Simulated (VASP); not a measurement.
# Si (Im-3m) in VASP: a series of runs

The runs below take Si through relaxation of cell and atoms, with PBE.

Everything below comes from runs of VASP 6.6.1. Logs are shortened: lines on timing, memory, paths and dates and some standing lists are left out, and cuts for length are marked.

### Step 1. The cell of the first run

It takes space group Im-3m (No. 229, cubic). The conventional cell has a = 2.872 Å, b = 2.872 Å, c = 2.872 Å, α = 90.00°, β = 90.00°, γ = 90.00°. Si (site symmetry m-3m) has 14 Si at 2.49 to 2.87 Å within 3.3 Å.

### Step 2. Relaxation of cell and atoms, PBE, target pressure 26 GPa, at which the enthalpy is minimised

The input, INCAR:

```
SYSTEM = Si
ALGO = Normal
EDIFF = 1E-6
EDIFFG = -0.005
ENCUT = 600
GGA = PE
IBRION = 2
ISIF = 3
ISMEAR = -1
LASPH = .True.
LCHARG = .False.
LREAL = .False.
LWAVE = .False.
NELM = 100
NSW = 60
PREC = Accurate
PSTRESS = 260.0
SIGMA = 0.1
```

The input, KPOINTS:

```
k-points
0
Gamma
  18 18 18
  0 0 0
```

The input, POSCAR:

```
Si
1.0
   -1.4357920634      1.4357920634      1.4357920634
    1.4357920634     -1.4357920634      1.4357920634
    1.4357920634      1.4357920634     -1.4357920634
Si
1
Direct
    0.0000000000      0.0000000000      0.0000000000
```

Potentials or basis: VASP PAW PBE potentials, release 64 (Si).

Command:

```
> cat potpaw_PBE.64/Si/POTCAR > POTCAR
> mpirun -np 1 vasp_std > vasp.out
```

OUTCAR:

```text
SYSTEM = Si
   EDIFF = 1E-6
   EDIFFG = -0.005
   ENCUT = 600
   GGA = PE
   IBRION = 2
   ISIF = 3
   ISMEAR = -1
   LASPH = .True.
   LREAL = .False.
   NELM = 100
   NSW = 60
   PREC = Accurate
   PSTRESS = 260.0

 ion  position               nearest neighbor table
   1  0.000  0.000  0.000-

  LATTYP: Found a body centered cubic cell.
 ALAT       =     2.8715841268

  Lattice vectors:

 A1 = (  -1.4357920634,   1.4357920634,   1.4357920634)
 A2 = (   1.4357920634,  -1.4357920634,   1.4357920634)
 A3 = (   1.4357920634,   1.4357920634,  -1.4357920634)

Analysis of symmetry for initial positions (statically):
=====================================================================
 Subroutine PRICEL returns:
 Original cell was already a primitive cell.

 Routine SETGRP: Setting up the symmetry group for a
 body centered cubic supercell.

 Subroutine GETGRP returns: Found 48 space group operations
[... 9 lines left out ...]

 Routine SETGRP: Setting up the symmetry group for a
 body centered cubic supercell.

 Subroutine GETGRP returns: Found 48 space group operations
[... 11 lines left out ...]
                                     Primitive cell

  volume of cell :      11.8395

  direct lattice vectors                    reciprocal lattice vectors
    -1.435792063  1.435792063  1.435792063     0.000000000  0.348239841  0.348239841
     1.435792063 -1.435792063  1.435792063     0.348239841  0.000000000  0.348239841
     1.435792063  1.435792063 -1.435792063     0.348239841  0.348239841  0.000000000

  length of vectors
     2.486864803  2.486864803  2.486864803     0.492485506  0.492485506  0.492485506

  position of ions in fractional coordinates (direct lattice)
     0.000000000  0.000000000  0.000000000

  ion indices of the primitive-cell ions
   primitive index   ion index
                 1           1

----------------------------------------------------------------------------------------

 KPOINTS: k-points

Automatic generation of k-mesh.
 Grid dimensions read from file:
 generate k-points for:   18   18   18

 Generating k-lattice:

  Cartesian coordinates                     Fractional coordinates (reciprocal lattice)
     0.000000000  0.019346658  0.019346658     0.055555556  0.000000000  0.000000000
     0.019346658  0.000000000  0.019346658     0.000000000  0.055555556  0.000000000
     0.019346658  0.019346658  0.000000000     0.000000000  0.000000000  0.055555556

  Length of vectors
     0.027360306  0.027360306  0.027360306

  Shift w.r.t. Gamma in fractional coordinates (k-lattice)
     0.000000000  0.000000000  0.000000000

 Subroutine IBZKPT returns following result:
 ===========================================

 Found    195 irreducible k-points:

 Following reciprocal coordinates:
            Coordinates               Weight
  0.000000  0.000000  0.000000      1.000000
  0.055556  0.000000  0.000000     12.000000
  0.111111  0.000000  0.000000     12.000000
  0.166667  0.000000  0.000000     12.000000
  0.222222  0.000000  0.000000     12.000000
  0.277778  0.000000  0.000000     12.000000
[... 16 lines left out ...]
  0.333333  0.111111  0.000000     48.000000
  0.388889  0.111111  0.000000     48.000000
 [... further k-points ...]
   k-points           NKPTS =    195   k-points in BZ     NKDIM =    195   number of bands    NBANDS=      6
   number of dos      NEDOS =    301   number of ions     NIONS =      1
   total plane-waves  NPLWV =   8000
   dimension x,y,z NGX =    20 NGY =   20 NGZ =   20
   dimension x,y,z NGXF=    40 NGYF=   40 NGZF=   40
   ions per type =               1
   NGX,Y,Z   is equivalent  to a cutoff of  13.37, 13.37, 13.37 a.u.
   NGXF,Y,Z  is equivalent  to a cutoff of  26.74, 26.74, 26.74 a.u.
 SYSTEM =  Si
   PREC   = accura    normal or accurate (medium, high low for compatibility)
   ISTART =      0    job   : 0-new  1-cont  2-samecut
   ICHARG =      2    charge: 1-file 2-atom 10-const
   ISPIN  =      1    spin polarized calculation?
   LNONCOLLINEAR =      F non collinear calculations
   LSORBIT =      F    spin-orbit coupling
   LASPH  =      T    aspherical Exc in radial PAW
   ENCUT  =  600.0 eV  44.10 Ry    6.64 a.u.   4.97  4.97  4.97*2*pi/ulx,y,z
   NELM   =    100;   NELMIN=  2; NELMDL= -5     # of ELM steps
   EDIFF  = 0.1E-05   stopping-criterion for ELM
   LREAL  =      F    real-space projection
   EDIFFG = -.5E-02   stopping-criterion for IOM
   NSW    =     60    number of steps for IOM
   IBRION =      2    ionic relax: 0-MD 1-quasi-New 2-CG
   NFREE  =      1    steps in history (QN), initial steepest desc. (CG)
   ISIF   =      3    stress and relaxation
   ISYM   =      2    0-nonsym 1-usesym 2-fastsym
   POTIM  = 0.5000    time-step for ionic-motion
   TEBEG  =    0.0;   TEEND  =   0.0 temperature during run
   PSTRESS=  260.0 pullay stress
   NELECT =       4.0000    total number of electrons
   NUPDOWN=      -1.0000    fix difference up-down
   EMIN   =  10.00;   EMAX   =-10.00  energy-range for DOS
   EFERMI =   0.00;   METHOD = LEGACY
   ISMEAR =    -1;   SIGMA  =   0.10  broadening in eV -4-tet -1-fermi 0-gaus
   EFERMI_NEDOS =   21; number of points for ismear=-14 and -15
   IALGO  =     38    algorithm
   IMIX   =      4    mixing-type and parameters
     AMIX     =   0.40;   BMIX     =  1.00
     AMIX_MAG =   1.60;   BMIX_MAG =  1.00
  volume/ion in A,a.u.               =      11.84        79.90
  Fermi-wavevector in a.u.,A,eV,Ry     =   1.140206  2.154677 17.688519  1.300069
  Thomas-Fermi vector in A             =   2.276908
   LORBIT       =      0    0 simple, 1 ext, 2 COOP (PROOUT), +10 PAW based schemes
   GGA     = PE    functional components
   LHFCALC =     F    Hartree Fock is set to
   AEXX    =    0.0000 exact exchange contribution
   IVDW    =     0    specifies the selected vdW correction
   LEPSILON=     F    determine dielectric tensor
   LRPA    =     F    only Hartree local field effects (RPA)
 conjugate gradient relaxation of ions
 non-spin polarized calculation
  energy-cutoff  :      600.00
  volume of cell :       11.84
 maximum number of plane-waves:       410
   NGX =  9   NGY =  9   NGZ =  9

--------------------------------------- Ionic step        1  -------------------------------------------

 number of electron       4.0000000 magnetization

 Free energy of the ion-electron system (eV)
  ---------------------------------------------------
  ext. energy  EPLUGINS =         0.00000000
  ---------------------------------------------------
  free energy    TOTEN  =        -4.68055808 eV

  energy without entropy =       -4.66679180  energy(sigma->0) =       -4.67367494

------------------------ aborting loop because EDIFF is reached ----------------------------------------

  FORCE on cell =-STRESS in cart. coord.  units (eV):
  Direction    XX          YY          ZZ          XY          YZ          ZX
  --------------------------------------------------------------------------------------
  -------------------------------------------------------------------------------------
  Total        2.3011397      2.3011397      2.3011397      0.0000000      0.0000000      0.0000000
  in kB      311.4002346    311.4002346    311.4002346      0.0000000      0.0000000      0.0000000
  external PRESSURE =      51.4002346 kB  Pullay stress =     260.0000000 kB

 VOLUME and BASIS-vectors are now :
 -----------------------------------------------------------------------------
  energy-cutoff  :      600.00
  volume of cell :       11.84
      direct lattice vectors                 reciprocal lattice vectors
    -1.435792063  1.435792063  1.435792063     0.000000000  0.348239841  0.348239841
     1.435792063 -1.435792063  1.435792063     0.348239841  0.000000000  0.348239841
     1.435792063  1.435792063 -1.435792063     0.348239841  0.348239841  0.000000000
[... 44 lines left out ...]
  FREE ENERGIE OF THE ION-ELECTRON SYSTEM (eV)
  ---------------------------------------------------
  free  energy   TOTEN  =        -4.7866648043 eV

  energy  without entropy=       -4.7718635833  energy(sigma->0) =       -4.77926419

  enthalpy is  TOTEN    =        -2.7577895571 eV   P V=        2.0288752472

--------------------------------------- Ionic step        3  -------------------------------------------

 number of electron       4.0000000 magnetization

 Free energy of the ion-electron system (eV)
  ---------------------------------------------------
  ext. energy  EPLUGINS =         0.00000000
  ---------------------------------------------------
  free energy    TOTEN  =        -4.73457913 eV

  energy without entropy =       -4.72032542  energy(sigma->0) =       -4.72745227

 E-fermi :  12.5185     XC(G=0): -11.9180

 val. band max:       12.4609108821   @ k =   0.2222   0.1667   0.1667
 cond. band min:      12.5228705409   @ k =   0.3333   0.1667   0.1667
 fundamental gap:      0.0619596589
 Fermi energy:        12.5185192869

 k-point     1 :       0.0000    0.0000    0.0000
  band No.  band energies     occupation
      1      -3.5120      2.00000
      2      25.9244      0.00000
      3      25.9244      0.00000
      4      25.9244      0.00000
      5      26.5597      0.00000
      6      26.5597      0.00000

 k-point     2 :       0.0556    0.0000    0.0000
  band No.  band energies     occupation
      1      -3.4049      2.00000
      2      24.2702      0.00000
      3      24.7228      0.00000
      4      25.5457      0.00000
      5      26.3129      0.00000
      6      27.5381      0.00000
[... 181 lines left out ...]
 k-point    23 :       0.3333    0.1111    0.0000
  band No.  band energies     occupation
      1       1.9816      2.00000
      2       9.3565      2.00000
      3      16.3400      0.00000
      4      19.7260      0.00000
      5      24.1005      0.00000
      6      26.9910      0.00000

 k-point    24 :       0.3889    0.1111    0.0000
  band No.  band energies     occupation
      1       3.5358      2.00000
      2       7.2405      2.00000
      3      16.0538      0.00000
      4      19.4524      0.00000
      5      23.8289      0.00000
      6      26.8409      0.00000

 [... further k-points ...]
[... 5 lines left out ...]
  --------------------------------------------------------------------------------------
  -------------------------------------------------------------------------------------
  Total        1.9679368      1.9679368      1.9679368      0.0000000      0.0000000      0.0000000
  in kB      259.6497848    259.6497848    259.6497848      0.0000000      0.0000000      0.0000000
  external PRESSURE =      -0.3502152 kB  Pullay stress =     260.0000000 kB

 VOLUME and BASIS-vectors are now :
 -----------------------------------------------------------------------------
  energy-cutoff  :      600.00
  volume of cell :       12.14
      direct lattice vectors                 reciprocal lattice vectors
    -1.447964520  1.447964520  1.447964520     0.000000000  0.345312328  0.345312328
     1.447964520 -1.447964520  1.447964520     0.345312328  0.000000000  0.345312328
     1.447964520  1.447964520 -1.447964520     0.345312328  0.345312328  0.000000000

 POSITION                                       TOTAL-FORCE (eV/Angst)
 -----------------------------------------------------------------------------------
      0.00000      0.00000      0.00000         0.000000      0.000000      0.000000
 -----------------------------------------------------------------------------------
    total drift:                                0.000000      0.000000     -0.000000

  FREE ENERGIE OF THE ION-ELECTRON SYSTEM (eV)
  ---------------------------------------------------
  free  energy   TOTEN  =        -4.7345791269 eV

  energy  without entropy=       -4.7203254211  energy(sigma->0) =       -4.72745227

  enthalpy is  TOTEN    =        -2.7639880222 eV   P V=        1.9705911047

 reached required accuracy - stopping structural energy minimisation
```

Wall time 8.5 s (1 thread of Intel Xeon 6975P-C (Granite Rapids), shared host); peak memory 0.13 GiB.

Results:

```yaml
Free_energy: -4.7346 eV
Relaxed_volume: 12.14 Å³/atom
Relaxed_cell: a = 2.508 Å, b = 2.508 Å, c = 2.508 Å, α = 109.47°, β = 109.47°, γ = 109.47°
Space_group_after_relaxing_to_0.05_Å: Im-3m (No. 229)
Energy_change_on_relaxing_the_enthalpy_is_what_falls: -54.0 meV/atom
Ionic_steps: 3
Pressure_after_relaxing: 26.0 GPa
Band_gap_on_the_k_mesh: zero (band 2 reaches 25.92 eV, above the bottom of band 3 at 8.17 eV)
```

The path:
```tsv
step	energy change (eV)	largest force (eV/Å)	pressure (GPa)	volume (Å³)
1	0.0000	0.0000	31.14	11.84
2	-0.1061	0.0000	20.62	12.50
3	-0.0540	0.0000	25.96	12.14
```

Final structure:
```cif
data_structure
_symmetry_space_group_name_H-M 'P 1'
_symmetry_Int_Tables_number 1
_cell_length_a 2.5079
_cell_length_b 2.5079
_cell_length_c 2.5079
_cell_angle_alpha 109.471
_cell_angle_beta 109.471
_cell_angle_gamma 109.471
_cell_volume 12.14
loop_
_atom_site_label
_atom_site_type_symbol
_atom_site_fract_x
_atom_site_fract_y
_atom_site_fract_z
_atom_site_occupancy
Si1 Si 0.00000 0.00000 0.00000 1
```

Caveat: the cell is relaxed towards a set pressure, so the enthalpy falls and the energy may rise.

### Step 3. Relaxation of cell and atoms, PBE, target pressure 26 GPa, at which the enthalpy is minimised

This run uses another cell than the first one, of 12.15 Å³/atom, 1.026 times its volume.

The input, INCAR:

```
SYSTEM = Si
  PREC = Accurate
  ENCUT = 600
  EDIFF = 1E-6
  ISMEAR = -1
  SIGMA = 0.1
  LREAL = .FALSE.
  LASPH = .TRUE.
  NELM = 80
  ALGO = Normal
  ISIF = 3
  LWAVE = .FALSE.
  LCHARG = .FALSE.
  GGA = PE
  IBRION = 2
  NSW = 32
  EDIFFG = -0.005
  PSTRESS = 260.0
```

The input, KPOINTS:

```
Automatic mesh
0
G
  18 18 18
  0 0 0
```

The input, POSCAR:

```
Si
1.0
   -1.4481340448      1.4481340448      1.4481340448
    1.4481340448     -1.4481340448      1.4481340448
    1.4481340448      1.4481340448     -1.4481340448
Si
1
Direct
    0.0000000000      0.0000000000      0.0000000000
```

Potentials or basis: VASP PAW PBE potentials, release 64 (Si).

Command:

```
> cat potpaw_PBE.64/Si/POTCAR > POTCAR
> mpirun -np 1 vasp_std > vasp.out
```

It took 5.9 s on 1 thread of Intel Xeon 6975P-C (Granite Rapids), shared host; peak memory 0.12 GiB.

The run converged. Its results:

```yaml
Free_energy: -4.7343 eV
Relaxed_volume: 12.14 Å³/atom
Relaxed_cell: a = 2.508 Å, b = 2.508 Å, c = 2.508 Å, α = 109.47°, β = 109.47°, γ = 109.47°
Space_group_after_relaxing_to_0.05_Å: Im-3m (No. 229)
Energy_change_on_relaxing_the_enthalpy_is_what_falls: +1.0 meV/atom
Ionic_steps: 3
Pressure_after_relaxing: 26.0 GPa
Band_gap_on_the_k_mesh: zero (band 2 reaches 25.93 eV, above the bottom of band 3 at 8.17 eV)
```

The path:
```tsv
step	energy change (eV)	largest force (eV/Å)	pressure (GPa)	volume (Å³)
1	0.0000	0.0000	25.91	12.15
2	0.0018	0.0000	26.07	12.14
3	0.0010	0.0000	26.03	12.14
```

Final structure:
```
Si
1.0
    -1.44788    1.44788    1.44788
     1.44788   -1.44788    1.44788
     1.44788    1.44788   -1.44788
Si
1
Direct
  0.00000 0.00000 0.00000
```

Levels at points of the mesh, in eV from the Fermi level:
| k point | band 1 | band 2 | band 3 | band 4 | band 5 |
| --- | --- | --- | --- | --- | --- |
| (0.00, 0.00, 0.00) | -16.03 | 13.41 | 13.41 | 13.41 | 14.04 |
| (0.50, 0.00, 0.00) | -7.69 | -7.37 | 6.68 | 7.71 | 9.41 |
| (0.50, 0.50, 0.50) | -0.54 | -0.54 | -0.54 | 1.67 | 1.67 |

Caveat: the cell is relaxed towards a set pressure, so the enthalpy falls and the energy may rise.
